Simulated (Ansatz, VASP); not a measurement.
## Ga4P in VASP and in Ansatz

```
Ga P
1.0
     4.70406    0.00000    0.00000
     0.00000    4.70406    0.00000
     0.00000    0.00000    4.70406
Ga P
4 1
Direct
  0.29836 0.29836 0.29836
  0.70164 0.70164 0.29836
  0.29836 0.70164 0.70164
  0.70164 0.29836 0.70164
  0.00000 0.00000 0.00000
```

Change from the starting cell: species swapped into the SnI4 type (P-43m, No. 215).

Alike in both runs: functional PBE; k mesh 4 × 4 × 4; occupations gaussian, width 0.1 eV; no spin polarisation.

Ansatz relaxed the structure, and its values are those at the end. VASP's run is a single point on that final structure, the one shown.

|  | VASP | Ansatz |
| --- | --- | --- |
| version | VASP 6.6.1 | Ansatz 0.2.0 |
| potentials or method | VASP PAW PBE potentials, release 64 (Ga_d, P), cutoff 520 eV | scalar-relativistic, plane waves, PAW |
| valence electrons in the cell | 57 | 57 |

|  | VASP | Ansatz | Ansatz less VASP |
| --- | --- | --- | --- |
| gap on the k mesh at the Fermi level (eV) | none | none | - |
| pressure (GPa) | 0.2 | 0.2 | -0.05 |
| rms of the force components (eV/Å) | 0.011 | 0.007 | -0.0046 |

A gap of «none» marks a metal or a gap that the smearing closes. With one functional, cell and mesh, what is left measures potentials, basis and numerics.
